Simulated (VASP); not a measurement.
A run of VASP 6.6.1:

File INCAR:

```
SYSTEM = HgTe
  PREC = Accurate
  ENCUT = 520
  EDIFF = 1E-6
  ISMEAR = 0
  SIGMA = 0.15
  LREAL = .FALSE.
  LASPH = .TRUE.
  NELM = 100
  ALGO = Normal
  ISIF = 2
  LWAVE = .FALSE.
  LCHARG = .FALSE.
  GGA = PE
  NBANDS = 16
```

The input KPOINTS:

```
regular mesh
0
G
  14 14 14
  0 0 0
```

POSCAR

```
HgTe
1.0
    0.0000000000      3.0771170000      3.0771170000
    3.0771170000      0.0000000000      3.0771170000
    3.0771170000      3.0771170000      0.0000000000
Hg Te
1 1
Direct
   -0.0406224398     -0.0406224398      0.0406224398
    0.5000000000      0.5000000000      0.5000000000
```

Potentials or basis: VASP PAW PBE potentials, release 64 (Hg, Te).

Run with:

```console
$ cat potpaw_PBE.64/Hg/POTCAR potpaw_PBE.64/Te/POTCAR > POTCAR
$ mpirun -np 1 vasp_std > vasp.out
```

Hardware: 1 thread of Intel Xeon 8259CL, on a shared host.

Q: How long does it take, and how much memory?

A: It took 3 min on 1 thread of Intel Xeon 8259CL (shared host), peak memory 0.36 GiB. Counts: scf iterations 12, k points 244.
